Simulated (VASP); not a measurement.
# BaO (Fm-3m) in VASP: further runs

The runs below take BaO through single point, with PBE.

Everything below comes from runs of VASP 6.6.1. Logs are shortened: lines on timing, memory, paths and dates and some standing lists are left out, and cuts for length are marked.

### 1 The cell of the first run

Symmetry: Fm-3m, No. 225, cubic system. Conventional cell: a = 5.574 Å, b = 5.574 Å, c = 5.574 Å, α = 90.00°, β = 90.00°, γ = 90.00°. Ba (site symmetry m-3m) has 6 O at 2.79 Å within 3.7 Å. O (site symmetry m-3m) has 6 Ba at 2.79 Å within 3.7 Å.

### 2 Single point, PBE

The input, INCAR:

```
PREC     = Accurate       # precision mode
ENCUT    = 1340           # plane-wave cutoff, eV
EDIFF    = 1E-6           # SCF threshold, eV
ISMEAR   = 0              # smearing method
SIGMA    = 0.02           # smearing width, eV
LREAL    = F              # projectors in reciprocal space
LASPH    = T              # aspherical terms in the spheres
NELM     = 120            # most SCF steps
ALGO     = Normal         # electronic algorithm
ISIF     = 2              # what is computed and relaxed
LWAVE    = F              # write WAVECAR
LCHARG   = T              # write CHGCAR
GGA      = PE             # functional
LELF     = T              # ELF
LVHAR    = T            
NBANDS   = 15             # bands
GGA_COMPAT= F
```

The input, KPOINTS:

```
Automatic mesh
0
Gamma
  8 8 8
```

The input, POSCAR:

```
BaO
1.0
    0.0000000000      2.7870094962      2.7870094962
    2.7870094962      0.0000000000      2.7870094962
    2.7870094962      2.7870094962      0.0000000000
Ba O
1 1
Direct
    0.0000000000      0.0000000000      0.0000000000
    0.5000000000      0.5000000000      0.5000000000
```

Potentials or basis: VASP PAW PBE potentials, release 64 (Ba_sv, O_h).

On the command line:

```sh
$ cat potpaw_PBE.64/Ba_sv/POTCAR potpaw_PBE.64/O_h/POTCAR > POTCAR
$ mpirun -np 1 vasp_std > vasp.out
```

OUTCAR:

```text
PREC = Accurate
   ENCUT = 1340
   EDIFF = 1E-6
   ISMEAR = 0
   LREAL = F
   LASPH = T
   NELM = 120
   ISIF = 2
   GGA = PE

 ion  position               nearest neighbor table
   1  0.000  0.000  0.000-   2 2.79   2 2.79   2 2.79   2 2.79   2 2.79   2 2.79
   2  0.500  0.500  0.500-   1 2.79   1 2.79   1 2.79   1 2.79   1 2.79   1 2.79

  LATTYP: Found a face centered cubic cell.
 ALAT       =     5.5740189924

  Lattice vectors:

 A1 = (   0.0000000000,   2.7870094962,   2.7870094962)
 A2 = (   2.7870094962,   0.0000000000,   2.7870094962)
 A3 = (   2.7870094962,   2.7870094962,   0.0000000000)

Analysis of symmetry for initial positions (statically):
=====================================================================
 Subroutine PRICEL returns:
 Original cell was already a primitive cell.

 Routine SETGRP: Setting up the symmetry group for a
 face centered cubic supercell.

 Subroutine GETGRP returns: Found 48 space group operations
 (whereof 48 operations were pure point group operations)
 out of a pool of 48 trial point group operations.

The static configuration has the point symmetry O_h .

Analysis of symmetry for dynamics (positions and initial velocities):
=====================================================================
 Subroutine PRICEL returns:
 Original cell was already a primitive cell.

 Routine SETGRP: Setting up the symmetry group for a
 face centered cubic supercell.

 Subroutine GETGRP returns: Found 48 space group operations
 (whereof 48 operations were pure point group operations)
 out of a pool of 48 trial point group operations.

The dynamic configuration has the point symmetry O_h .

 Subroutine INISYM returns: Found 48 space group operations
 (whereof 48 operations are pure point group operations),
 and found     1 'primitive' translations

----------------------------------------------------------------------------------------

                                     Primitive cell

  volume of cell :      43.2958

  direct lattice vectors                    reciprocal lattice vectors
     0.000000000  2.787009496  2.787009496    -0.179403766  0.179403766  0.179403766
     2.787009496  0.000000000  2.787009496     0.179403766 -0.179403766  0.179403766
     2.787009496  2.787009496  0.000000000     0.179403766  0.179403766 -0.179403766

  length of vectors
     3.941426628  3.941426628  3.941426628     0.310736438  0.310736438  0.310736438

  position of ions in fractional coordinates (direct lattice)
     0.000000000  0.000000000  0.000000000
     0.500000000  0.500000000  0.500000000

  ion indices of the primitive-cell ions
   primitive index   ion index
                 1           1
                 2           2

----------------------------------------------------------------------------------------

 KPOINTS: Automatic mesh

Automatic generation of k-mesh.
 Grid dimensions read from file:
 generate k-points for:    8    8    8

 Generating k-lattice:

  Cartesian coordinates                     Fractional coordinates (reciprocal lattice)
    -0.022425471  0.022425471  0.022425471     0.125000000  0.000000000  0.000000000
     0.022425471 -0.022425471  0.022425471     0.000000000  0.125000000  0.000000000
     0.022425471  0.022425471 -0.022425471     0.000000000  0.000000000  0.125000000

  Length of vectors
     0.038842055  0.038842055  0.038842055

  Shift w.r.t. Gamma in fractional coordinates (k-lattice)
     0.000000000  0.000000000  0.000000000

 Subroutine IBZKPT returns following result:
 ===========================================

 Found     29 irreducible k-points:

 Following reciprocal coordinates:
            Coordinates               Weight
  0.000000  0.000000  0.000000      1.000000
  0.125000  0.000000  0.000000      8.000000
  0.250000  0.000000  0.000000      8.000000
  0.375000  0.000000  0.000000      8.000000
  0.500000  0.000000  0.000000      4.000000
  0.125000  0.125000  0.000000      6.000000
[... 16 lines left out ...]
  0.500000  0.250000  0.125000     48.000000
 -0.375000  0.250000  0.125000     24.000000
 [... further k-points ...]
   k-points           NKPTS =     29   k-points in BZ     NKDIM =     29   number of bands    NBANDS=     15
   number of dos      NEDOS =    301   number of ions     NIONS =      2
   total plane-waves  NPLWV = 110592
   dimension x,y,z NGX =    48 NGY =   48 NGZ =   48
   dimension x,y,z NGXF=    96 NGYF=   96 NGZF=   96
   ions per type =               1   1
   NGX,Y,Z   is equivalent  to a cutoff of  20.25, 20.25, 20.25 a.u.
   NGXF,Y,Z  is equivalent  to a cutoff of  40.49, 40.49, 40.49 a.u.
 SYSTEM =  unknown system
   PREC   = accura    normal or accurate (medium, high low for compatibility)
   ISTART =      0    job   : 0-new  1-cont  2-samecut
   ICHARG =      2    charge: 1-file 2-atom 10-const
   ISPIN  =      1    spin polarized calculation?
   LNONCOLLINEAR =      F non collinear calculations
   LSORBIT =      F    spin-orbit coupling
   LASPH  =      T    aspherical Exc in radial PAW
   ENCUT  = 1340.0 eV  98.49 Ry    9.92 a.u.  11.76 11.76 11.76*2*pi/ulx,y,z
   NELM   =    120;   NELMIN=  2; NELMDL= -5     # of ELM steps
   EDIFF  = 0.1E-05   stopping-criterion for ELM
   LREAL  =      F    real-space projection
   EDIFFG = 0.1E-04   stopping-criterion for IOM
   NSW    =      0    number of steps for IOM
   IBRION =     -1    ionic relax: 0-MD 1-quasi-New 2-CG
   NFREE  =      0    steps in history (QN), initial steepest desc. (CG)
   ISIF   =      2    stress and relaxation
   ISYM   =      2    0-nonsym 1-usesym 2-fastsym
   POTIM  = 0.5000    time-step for ionic-motion
   TEBEG  =    0.0;   TEEND  =   0.0 temperature during run
   PSTRESS=    0.0 pullay stress
   NELECT =      16.0000    total number of electrons
   NUPDOWN=      -1.0000    fix difference up-down
   EMIN   =  10.00;   EMAX   =-10.00  energy-range for DOS
   EFERMI =   0.00;   METHOD = LEGACY
   ISMEAR =     0;   SIGMA  =   0.02  broadening in eV -4-tet -1-fermi 0-gaus
   EFERMI_NEDOS =   21; number of points for ismear=-14 and -15
   IALGO  =     38    algorithm
   IMIX   =      4    mixing-type and parameters
     AMIX     =   0.40;   BMIX     =  1.00
     AMIX_MAG =   1.60;   BMIX_MAG =  1.00
  volume/ion in A,a.u.               =      21.65       146.09
  Fermi-wavevector in a.u.,A,eV,Ry     =   1.174807  2.220063 18.778360  1.380171
  Thomas-Fermi vector in A             =   2.311198
   LORBIT       =      0    0 simple, 1 ext, 2 COOP (PROOUT), +10 PAW based schemes
   GGA     = PE    functional components
   LHFCALC =     F    Hartree Fock is set to
   AEXX    =    0.0000 exact exchange contribution
   IVDW    =     0    specifies the selected vdW correction
   LEPSILON=     F    determine dielectric tensor
   LRPA    =     F    only Hartree local field effects (RPA)
 non-spin polarized calculation
 Gauss-broadening in eV      SIGMA  =   0.02
  energy-cutoff  :     1340.00
  volume of cell :       43.30
 maximum number of plane-waves:      4909
   NGX = 23   NGY = 23   NGZ = 23

 number of electron      15.9999999 magnetization

 Free energy of the ion-electron system (eV)
  ---------------------------------------------------
  ext. energy  EPLUGINS =         0.00000000
  ---------------------------------------------------
  free energy    TOTEN  =       -11.81196437 eV

  energy without entropy =      -11.81196437  energy(sigma->0) =      -11.81196437

 E-fermi :   2.0842     XC(G=0):  -9.5340

 val. band max:        1.9228551688   @ k =   0.5000   0.5000   0.0000
 cond. band min:       3.9617642263   @ k =   0.5000   0.5000   0.0000
 fundamental gap:      2.0389090575
 Fermi energy:         2.0842330931

 k-point     1 :       0.0000    0.0000    0.0000
  band No.  band energies     occupation
      1     -23.9878      2.00000
      2     -13.0351      2.00000
      3      -8.5385      2.00000
      4      -8.5385      2.00000
      5      -8.5385      2.00000
      6       1.6292      2.00000
      7       1.6292      2.00000
      8       1.6292      2.00000
      9       5.3936      0.00000
     10       6.6169      0.00000
     11       6.6169      0.00000
     12       6.6169      0.00000
     13       8.8356      0.00000
     14       8.8356      0.00000
     15      11.8853      0.00000

 k-point     2 :       0.1250    0.0000    0.0000
  band No.  band energies     occupation
      1     -23.9544      2.00000
      2     -13.1344      2.00000
      3      -8.5734      2.00000
      4      -8.5561      2.00000
      5      -8.5561      2.00000
      6       1.2978      2.00000
      7       1.4364      2.00000
      8       1.4364      2.00000
      9       6.0225      0.00000
     10       6.5011      0.00000
     11       6.9001      0.00000
     12       6.9001      0.00000
     13       9.2211      0.00000
     14       9.2211      0.00000
     15      12.8195      0.00000

 k-point     3 :       0.2500    0.0000    0.0000
  band No.  band energies     occupation
      1     -23.8722      2.00000
      2     -13.3748      2.00000
      3      -8.6518      2.00000
      4      -8.5977      2.00000
      5      -8.5977      2.00000
      6       0.6804      2.00000
      7       1.0242      2.00000
      8       1.0242      2.00000
      9       6.3893      0.00000
     10       7.6034      0.00000
     11       7.6645      0.00000
     12       7.6645      0.00000
     13      10.1799      0.00000
     14      10.1799      0.00000
     15      14.8304      0.00000
[... 343 lines left out ...]
 k-point    23 :       0.5000    0.2500    0.1250
  band No.  band energies     occupation
      1     -23.7457      2.00000
      2     -13.5129      2.00000
      3      -9.1078      2.00000
      4      -8.9875      2.00000
      5      -8.6543      2.00000
      6       0.5540      2.00000
      7       0.8115      2.00000
      8       1.4058      2.00000
      9       6.0705      0.00000
     10       7.8620      0.00000
     11       9.2042      0.00000
     12       9.3608      0.00000
     13      11.3184      0.00000
     14      12.7453      0.00000
     15      14.5811      0.00000

 k-point    24 :      -0.3750    0.2500    0.1250
  band No.  band energies     occupation
      1     -23.7174      2.00000
      2     -13.5571      2.00000
      3      -9.1276      2.00000
      4      -9.1250      2.00000
      5      -8.6468      2.00000
      6       0.4606      2.00000
      7       1.0417      2.00000
      8       1.1105      2.00000
      9       6.7631      0.00000
     10       7.3626      0.00000
     11       9.6637      0.00000
     12       9.7143      0.00000
     13      11.8629      0.00000
     14      13.5490      0.00000
     15      13.9019      0.00000

 [... further k-points ...]

------------------------ aborting loop because EDIFF is reached ----------------------------------------

  FORCE on cell =-STRESS in cart. coord.  units (eV):
  Direction    XX          YY          ZZ          XY          YZ          ZX
  --------------------------------------------------------------------------------------
  -------------------------------------------------------------------------------------
  Total        0.4006868      0.4006868      0.4006868     -0.0000000     -0.0000000      0.0000000
  in kB       14.8275790     14.8275790     14.8275790     -0.0000000     -0.0000000      0.0000000
  external PRESSURE =      14.8275790 kB  Pullay stress =       0.0000000 kB

 VOLUME and BASIS-vectors are now :
 -----------------------------------------------------------------------------
  energy-cutoff  :     1340.00
  volume of cell :       43.30
      direct lattice vectors                 reciprocal lattice vectors
     0.000000000  2.787009496  2.787009496    -0.179403766  0.179403766  0.179403766
     2.787009496  0.000000000  2.787009496     0.179403766 -0.179403766  0.179403766
     2.787009496  2.787009496  0.000000000     0.179403766  0.179403766 -0.179403766

 POSITION                                       TOTAL-FORCE (eV/Angst)
 -----------------------------------------------------------------------------------
      0.00000      0.00000      0.00000         0.000000      0.000000      0.000000
      2.78701      2.78701      2.78701        -0.000000     -0.000000     -0.000000
 -----------------------------------------------------------------------------------
    total drift:                               -0.000000     -0.000000     -0.000000

  FREE ENERGIE OF THE ION-ELECTRON SYSTEM (eV)
  ---------------------------------------------------
  free  energy   TOTEN  =       -11.8119643741 eV

  energy  without entropy=      -11.8119643741  energy(sigma->0) =      -11.81196437
```

Run time: 67 s. Hardware: 1 thread of Intel Xeon Platinum 8259CL at 2.50GHz (Skylake/Cascade Lake), shared host; peak memory 0.36 GiB.

What came out:

| Quantity | Value |
| --- | --- |
| Free energy | -11.8120 eV |
| Pressure | 1.5 GPa |
| Band gap on the k mesh | 2.04 eV |

Caveat: spin-orbit coupling is left out, which moves the levels of the heavy elements.

### 3 Single point, PBE

The input, INCAR:

```
SYSTEM = BaO
PREC = Accurate
ENCUT = 1340
EDIFF = 1E-6
ISMEAR = 0
SIGMA = 0.02
LREAL = .FALSE.
LASPH = .TRUE.
NELM = 120
ALGO = Normal
ISIF = 2
LWAVE = .FALSE.
LCHARG = .FALSE.
GGA = PE
NBANDS = 15
GGA_COMPAT = .FALSE.
```

The input, KPOINTS:

```
regular mesh
0
G
  8 8 8
  0 0 0
```

POSCAR is that of step 2.

Potentials or basis: VASP PAW PBE potentials, release 64 (Ba_sv, O_h).

On the command line:

```sh
$ cat potpaw_PBE.64/Ba_sv/POTCAR potpaw_PBE.64/O_h/POTCAR > POTCAR
$ mpirun -np 1 vasp_std > vasp.out
```

Run time: 64 s. Hardware: 1 thread of Intel Xeon Platinum 8259CL at 2.50GHz (Skylake/Cascade Lake), shared host; peak memory 0.35 GiB.

It converged, with:

```yaml
Free_energy: -11.8120 eV
Pressure: 1.5 GPa
Band_gap_on_the_k_mesh: 2.04 eV
```

Levels at points of the mesh, in eV from the valence-band top:
```
           k point  band 4  band 5  band 6  band 7  band 8  band 9  band 10  band 11  band 12  band 13
(0.00, 0.00, 0.00)  -10.46  -10.46   -0.29   -0.29   -0.29    3.47     4.69     4.69     4.69     6.91
(0.50, 0.00, 0.00)  -10.58  -10.58   -1.92   -1.39   -1.39    4.91     7.10     7.10     8.08    10.35
(0.50, 0.50, 0.00)  -11.01  -11.01   -0.13   -0.13    0.00    2.04     5.90     8.80     9.28     9.61
```

Caveat: spin-orbit coupling is left out, which moves the levels of the heavy elements. A k mesh can miss the band edges.
